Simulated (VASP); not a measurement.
Input of a VASP 6.6.1 run:

The input INCAR:

```
SYSTEM = W
ALGO = Fast
EDIFF = 1E-7
ENCUT = 520
GGA = CA
ISIF = 2
ISMEAR = 0
LASPH = .TRUE.
LCHARG = .FALSE.
LREAL = .FALSE.
LWAVE = .FALSE.
NBANDS = 13
NELM = 60
PREC = Accurate
SIGMA = 0.1
```

Contents of KPOINTS:

```
k-points
0
G
  18 18 18
  0 0 0
```

POSCAR

```
W
1.0
   -1.5680780323      1.5680780323      1.5680780323
    1.5680780323     -1.5680780323      1.5680780323
    1.5680780323      1.5680780323     -1.5680780323
W
1
Direct
    0.0000000000      0.0000000000      0.0000000000
```

Potentials or basis: VASP PAW LDA potentials, release 64 (W_sv).

Command:

```bash
$ cat potpaw_LDA.64/W_sv/POTCAR > POTCAR
$ mpirun -np 1 vasp_std > vasp.out
```

Q: Estimate the pressure.

A: 1.9 GPa.

Q: Estimate the band gap on the k mesh.

A: Zero (bands 7 and 8 overlap by 6.65 eV).

Caveat: spin-orbit coupling is left out, which moves the levels of the heavy elements.
